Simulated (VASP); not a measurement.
Crystal: MgS.

```xyz
2
Lattice="-0.0829 2.8309 2.8309 2.8309 -0.0829 2.8309 2.7479 2.7479 0.0000" Properties=species:S:1:pos:R:3 pbc="T T T"
Mg    0.0000    0.0000   -0.0308
S     1.3740    1.3740    1.4462
```

This cell differs from its parent crystal: shear xy strain -5.9%.

Program: VASP 6.6.1. Alike in all runs: task single point; potentials or basis VASP PAW PBE potentials, release 64 (Mg, S); no spin polarisation; cell as given; cutoff (eV) 520.

Order these runs on this cell by their band gap on the k mesh, lowest first.
A. level PBE; k mesh 8 × 8 × 8; smearing fermi-dirac 0.02 eV
B. level HSE06; k mesh 6 × 6 × 6; smearing gaussian 0.01 eV; grid for exact exchange (PRECFOCK) Normal; screening parameter 0.2079 1/Å
C. level r2SCAN; k mesh 8 × 8 × 8; smearing gaussian 0.01 eV

A (3.24 eV), C (3.90 eV), B (4.28 eV).

A k mesh can miss the band edges.
